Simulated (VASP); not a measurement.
**Mg: single point with r2SCAN**

Crystal: Mg.

```
Mg
1.0
     3.14321    0.00000    0.00000
    -1.57160    2.72210    0.00000
     0.00000    0.00000    5.32006
Mg
2
Direct
  0.33333 0.66667 0.25000
  0.66667 0.33333 0.75000
```

```
Program                : VASP 6.6.1
Task                   : single point
Functional             : r2SCAN
Potentials or basis    : VASP PAW PBE potentials, release 64 (Mg)
Cutoff                 : 520 eV
k mesh                 : 7 × 7 × 4
Occupations            : fermi-dirac, width 0.1 eV
Spin                   : no spin polarisation
Dipole correction      : no
Further INCAR settings : ALGO = Normal; EDIFF = 1e-06; NBANDS = 9
```

```json
{
 "Pressure": "-0.3 GPa",
 "Band gap on the k mesh": "zero (band 2 reaches 3.42 eV, above the bottom of band 3 at 1.10 eV)"
}
```

Levels at points of the mesh, in eV from the Fermi level:
```csv
k point,band 1,band 2,band 3,band 4,band 5
"(0.00, 0.00, 0.00)",-7.49,-2.21,-1.66,12.16,12.16
"(0.00, 0.00, 0.50)",-6.08,-6.08,4.69,4.69,12.88
```

Run time: 20 s on 1 thread of Intel(R) Xeon(R) Platinum 8375C CPU @ 2.90GHz (Ice Lake), with other jobs on the host, peak memory 0.16 GiB.

Caveat: the PAW data sets were made with another functional, which shifts forces and pressure a little.
